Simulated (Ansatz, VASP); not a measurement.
**Two plane-wave programs on TcIr**

```
Tc Ir
1.0
     2.73991    0.00000    0.00000
    -1.36995    2.37283    0.00000
     0.00000    0.00000    4.35546
Tc Ir
1 1
Direct
  0.33333 0.66667 0.00000
  0.66667 0.33333 0.50000
```

Alike in both runs: task single point; functional LDA; k mesh 14 × 14 × 8; non-collinear spin, spin-orbit coupling.

```csv
,VASP,Ansatz
version,VASP 6.6.1,Ansatz 0.2.0
potentials or method,"VASP PAW LDA potentials, release 64 (Tc_pv, Ir)","plane waves, PAW"
plane-wave cutoff (eV),520,500
occupations,"fermi-dirac, width 0.1 eV",fermi-dirac
valence electrons in the cell,22,32
```

|  | VASP | Ansatz | Ansatz less VASP |
| --- | --- | --- | --- |
| net moment per atom (μB) | 0.00 | 0.00 | 0.000 |

LDA's correlation is that of Perdew and Zunger in VASP and of Perdew and Wang (1992) in Ansatz. VASP's potentials hold 22 valence electrons a cell and Ansatz's 32, so a difference there can come from the potentials and not from the codes.
